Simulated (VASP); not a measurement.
Hg:

```
CELL_PARAMETERS angstrom
3.46181 0.00000 0.00000
-1.73090 2.99802 0.00000
0.00000 0.00000 5.48755
ATOMIC_POSITIONS crystal
Hg 0.66667 0.33333 0.75000
Hg 0.33333 0.66667 0.25000
```

```yaml
Program: VASP 6.6.1
Task: relaxation of cell and atoms
Functional: PBE
Potentials_or_basis: VASP PAW PBE potentials, release 64 (Hg)
Cutoff: 600 eV
k_mesh: 18 × 18 × 10
Occupations: gaussian, width 0.1 eV
Spin: no spin polarisation
```

At the start: pressure 1.1 GPa; volume 28.48 Å³/atom.

Problem. How do energy, volume and symmetry change on relaxing?

Solution. Over 8 steps the energy falls by 9.2 meV/atom and the volume is 31.53 Å³/atom (+10.7 %); space group P6_3/mmc (No. 194, to 0.05 Å).

The path:
```
step  energy change (eV)  largest force (eV/Å)  pressure (GPa)  volume (Å³)
   1              0.0000                0.0000            1.08        56.95
   2             -0.0089                0.0000            0.72        58.55
   3             -0.0179                0.0000            0.09        62.25
   4             -0.0181                0.0000            0.00        62.87
   5             -0.0181                0.0000           -0.01        62.99
   6             -0.0182                0.0000           -0.02        63.00
   7             -0.0184                0.0000           -0.02        63.02
   8             -0.0184                0.0000           -0.02        63.05
```

Final structure:
```xyz
2
Lattice="3.6120 0.0000 0.0000 -1.8060 3.1280 0.0000 0.0000 0.0000 5.5806" Properties=species:S:1:pos:R:3 pbc="T T T"
Hg    1.8060    1.0427    4.1854
Hg    0.0000    2.0854    1.3951
```
